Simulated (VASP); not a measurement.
The system is Ni.

```xyz
1
Lattice="0.0000 1.7669 1.7669 1.7669 0.0000 1.7669 1.7669 1.7669 0.0000" Properties=species:S:1:pos:R:3 pbc="T T T"
Ni    0.0000    0.0000    0.0000
```

Program: VASP 6.6.1. Alike in all runs: task single point; level PBE; potentials or basis VASP PAW PBE potentials, release 64 (Ni); cell as given; k mesh 12 × 12 × 12; cutoff (eV) 520; smearing fermi-dirac 0.1 eV.

Problem. Order these runs on this cell by their pressure, lowest first.
A. spin collinear, zero start; fixed moment (μB) 0.0
B. spin collinear, ferromagnetic start; fixed moment (μB) 0.73
C. spin collinear, ferromagnetic start; fixed moment (μB) 1.94
D. spin collinear, ferromagnetic start; fixed moment (μB) 1.21
E. spin collinear, ferromagnetic start; fixed moment (μB) 1.45

Solution. A (-3.2 GPa), B (-1.5 GPa), D (3.9 GPa), E (8.3 GPa), C (21.4 GPa).

Caveats: the total moment is fixed, so each spin has its own Fermi level.
